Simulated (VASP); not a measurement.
Here is a VASP 6.6.1 calculation.

INCAR

```
  PREC = Accurate
  ENCUT = 520
  EDIFF = 1E-6
  ISMEAR = -1
  SIGMA = 0.15
  LREAL = F
  LASPH = T
  NELM = 60
  ALGO = Normal
  ISIF = 2
  LWAVE = F
  LCHARG = F
  NBANDS = 15
```

The input KPOINTS:

```
regular mesh
0
Gamma
  12 12 16
```

The input POSCAR:

```
Li2Pd
1.0
    4.0869570334      0.0000000000      0.0000000000
   -2.0434785167      3.5394086151      0.0000000000
    0.0000000000      0.0000000000      2.6202552928
Li Pd
2 1
Direct
    0.3333333333      0.6666666667      0.5000000000
    0.6666666667      0.3333333333      0.5000000000
    0.0000000000      0.0000000000      0.0000000000
```

Potentials or basis: VASP PAW LDA potentials, release 64 (Li_sv, Pd).

Launch:

```sh
$ cat potpaw_LDA.64/Li_sv/POTCAR potpaw_LDA.64/Pd/POTCAR > POTCAR
$ mpirun -np 1 vasp_std > vasp.out
```

Question: Predict the band gap on the k mesh.

Answer: Zero (bands 8 and 9 overlap by 2.56 eV).
